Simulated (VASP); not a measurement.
# Al (Fm-3m) in VASP: further runs, part 2 of 2

VASP 6.6.1. Earlier steps stand in the parts before.

## 5. Single point, PBE

File INCAR:

```
PREC = Accurate
ENCUT = 500
EDIFF = 1E-6
ISMEAR = 0
SIGMA = 0.3
LREAL = F
LASPH = T
NELM = 120
ALGO = Normal
ISIF = 2
LWAVE = F
LCHARG = F
GGA = PE
NBANDS = 8
GGA_COMPAT = F
```

File KPOINTS:

```
regular mesh
0
Gamma
  10 10 10
```

File POSCAR:

```
Al
1.0
    0.0000000000      2.0206500000      2.0206500000
    2.0206500000      0.0000000000      2.0206500000
    2.0206500000      2.0206500000      0.0000000000
Al
1
Direct
    0.0000000000      0.0000000000      0.0000000000
```

Potentials or basis: VASP PAW PBE potentials, release 64 (Al).

On the command line:

```sh
cat potpaw_PBE.64/Al/POTCAR > POTCAR
mpirun -np 1 vasp_std > vasp.out
```

OUTCAR:

```text
PREC = Accurate
   ENCUT = 500
   EDIFF = 1E-6
   ISMEAR = 0
   LREAL = F
   LASPH = T
   NELM = 120
   ISIF = 2
   GGA = PE

 ion  position               nearest neighbor table
   1  0.000  0.000  0.000-

  LATTYP: Found a face centered cubic cell.
 ALAT       =     4.0413000000

  Lattice vectors:

 A1 = (   0.0000000000,   2.0206500000,   2.0206500000)
 A2 = (   2.0206500000,   0.0000000000,   2.0206500000)
 A3 = (   2.0206500000,   2.0206500000,   0.0000000000)

Analysis of symmetry for initial positions (statically):
=====================================================================
 Subroutine PRICEL returns:
 Original cell was already a primitive cell.

 Routine SETGRP: Setting up the symmetry group for a
 face centered cubic supercell.

 Subroutine GETGRP returns: Found 48 space group operations
 (whereof 48 operations were pure point group operations)
 out of a pool of 48 trial point group operations.

The static configuration has the point symmetry O_h .

Analysis of symmetry for dynamics (positions and initial velocities):
=====================================================================
 Subroutine PRICEL returns:
 Original cell was already a primitive cell.

 Routine SETGRP: Setting up the symmetry group for a
 face centered cubic supercell.

 Subroutine GETGRP returns: Found 48 space group operations
 (whereof 48 operations were pure point group operations)
 out of a pool of 48 trial point group operations.

The dynamic configuration has the point symmetry O_h .

 Subroutine INISYM returns: Found 48 space group operations
 (whereof 48 operations are pure point group operations),
 and found     1 'primitive' translations

----------------------------------------------------------------------------------------

[... 110 lines left out ...]
     AMIX_MAG =   1.60;   BMIX_MAG =  1.00
  volume/ion in A,a.u.               =      16.50       111.35
  Fermi-wavevector in a.u.,A,eV,Ry     =   0.927429  1.752587 11.702713  0.860125
  Thomas-Fermi vector in A             =   2.053498
   LORBIT       =      0    0 simple, 1 ext, 2 COOP (PROOUT), +10 PAW based schemes
   GGA     = PE    functional components
   LHFCALC =     F    Hartree Fock is set to
   AEXX    =    0.0000 exact exchange contribution
   IVDW    =     0    specifies the selected vdW correction
   LEPSILON=     F    determine dielectric tensor
   LRPA    =     F    only Hartree local field effects (RPA)
 non-spin polarized calculation
 Gauss-broadening in eV      SIGMA  =   0.30
  energy-cutoff  :      500.00
  volume of cell :       16.50
 maximum number of plane-waves:       444
 NGX is ok and might be reduce to    24
   NGX = 11   NGY = 11   NGZ = 11

 number of electron       3.0000000 magnetization

 Free energy of the ion-electron system (eV)
  ---------------------------------------------------
  ext. energy  EPLUGINS =         0.00000000
  ---------------------------------------------------
  free energy    TOTEN  =        -3.74201842 eV

  energy without entropy =       -3.71543511  energy(sigma->0) =       -3.72872676

 E-fermi :   8.1052     XC(G=0): -10.1971

 val. band max:        8.0839698478   @ k =  -0.4000   0.4000   0.0000
 cond. band min:       8.1210262685   @ k =  -0.4000   0.4000   0.1000
 fundamental gap:      0.0370564207
 Fermi energy:         8.1052127809

 k-point     1 :       0.0000    0.0000    0.0000
  band No.  band energies     occupation
      1      -3.1352      2.00000
      2      20.6177      0.00000
      3      20.6177      0.00000
      4      20.6177      0.00000
      5      22.1087      0.00000
      6      22.1087      0.00000
      7      22.1087      0.00000
      8      24.4635      0.00000
[... 243 lines left out ...]
 k-point    24 :       0.4000    0.3000    0.0000
  band No.  band energies     occupation
      1       1.4104      2.00000
      2      11.4421      0.00000
      3      11.8835      0.00000
      4      14.4411      0.00000
      5      15.7441      0.00000
      6      19.3250      0.00000
      7      29.6116      0.00000
      8      31.8534      0.00000

 [... further k-points ...]

------------------------ aborting loop because EDIFF is reached ----------------------------------------

  FORCE on cell =-STRESS in cart. coord.  units (eV):
  Direction    XX          YY          ZZ          XY          YZ          ZX
  --------------------------------------------------------------------------------------
  -------------------------------------------------------------------------------------
  Total       -0.0000334     -0.0000334     -0.0000334      0.0000000     -0.0000000      0.0000000
  in kB       -0.0032454     -0.0032454     -0.0032454      0.0000000     -0.0000000      0.0000000
  external PRESSURE =      -0.0032454 kB  Pullay stress =       0.0000000 kB

 VOLUME and BASIS-vectors are now :
 -----------------------------------------------------------------------------
  energy-cutoff  :      500.00
  volume of cell :       16.50
      direct lattice vectors                 reciprocal lattice vectors
     0.000000000  2.020650000  2.020650000    -0.247445129  0.247445129  0.247445129
     2.020650000  0.000000000  2.020650000     0.247445129 -0.247445129  0.247445129
     2.020650000  2.020650000  0.000000000     0.247445129  0.247445129 -0.247445129

 POSITION                                       TOTAL-FORCE (eV/Angst)
 -----------------------------------------------------------------------------------
      0.00000      0.00000      0.00000        -0.000000     -0.000000      0.000000
 -----------------------------------------------------------------------------------
    total drift:                                0.000000     -0.000000      0.000000

  FREE ENERGIE OF THE ION-ELECTRON SYSTEM (eV)
  ---------------------------------------------------
  free  energy   TOTEN  =        -3.7420184156 eV

  energy  without entropy=       -3.7154351057  energy(sigma->0) =       -3.72872676
```

stdout:

```text
POSCAR found type information on POSCAR Al
 POSCAR found :  1 types and       1 ions
 scaLAPACK will be used
 LDA part: xc-table for (Slater+PW92), standard interpolation
 POSCAR, INCAR and KPOINTS ok, starting setup
 FFT: planning ... GRIDC
 FFT: planning ... GRID_SOFT
 FFT: planning ... GRID
 WAVECAR not read
 entering main loop
```

Wall time 10 s (1 thread of Intel Xeon 8259CL, shared host); peak memory 0.13 GiB.

What came out:

| Quantity | Value |
| --- | --- |
| Free energy | -3.7420 eV |
| Pressure | 0.0 GPa |

## 6. Single point, PBE

File INCAR:

```
SYSTEM = Al
PREC = Accurate
ENCUT = 500
EDIFF = 1E-6
ISMEAR = -1
SIGMA = 0.05
LREAL = .FALSE.
LASPH = .TRUE.
NELM = 120
ALGO = Normal
ISIF = 2
LWAVE = .FALSE.
LCHARG = .FALSE.
GGA = PE
NBANDS = 8
GGA_COMPAT = .FALSE.
```

File KPOINTS:

```
regular mesh
0
G
  10 10 10
  0 0 0
```

POSCAR is that of step 5.

Potentials or basis: VASP PAW PBE potentials, release 64 (Al).

On the command line:

```sh
cat potpaw_PBE.64/Al/POTCAR > POTCAR
mpirun -np 1 vasp_std > vasp.out
```

It took 8.3 s on 1 thread of Intel Xeon 8259CL, shared host; peak memory 0.13 GiB.

It converged, with:

```
Free energy : -3.7293 eV
Pressure    : -0.1 GPa
```

Levels at points of the mesh, in eV from the Fermi level:
```tsv
k point	band 1	band 2	band 3	band 4	band 5	band 6
(0.00, 0.00, 0.00)	-11.27	12.49	12.49	12.49	13.98	13.98
(0.50, 0.00, 0.00)	-4.72	-4.51	11.28	11.28	11.33	11.33
(0.50, 0.50, 0.00)	-3.06	-1.73	5.13	5.46	5.46	8.94
```

## 7. The runs side by side

| k mesh | smearing | gap on the mesh (eV) | pressure (GPa) |
| --- | --- | --- | --- |
| 5 × 5 × 5 | fermi-dirac 0.1 eV | none | 1.6 |
| 10 × 10 × 10 | fermi-dirac 0.1 eV | none | 0.0 |
| 10 × 10 × 10 | gaussian 0.3 eV | none | 0.0 |
| 10 × 10 × 10 | fermi-dirac 0.05 eV | none | -0.1 |

Alike in all rows: task single point; level PBE; potentials or basis VASP PAW PBE potentials, release 64 (Al); no spin polarisation; cell as given; cutoff (eV) 500.

Caveats: some runs use coarse meshes.

Total energies depend on the potentials used, so only differences within one code and one set of settings carry meaning.
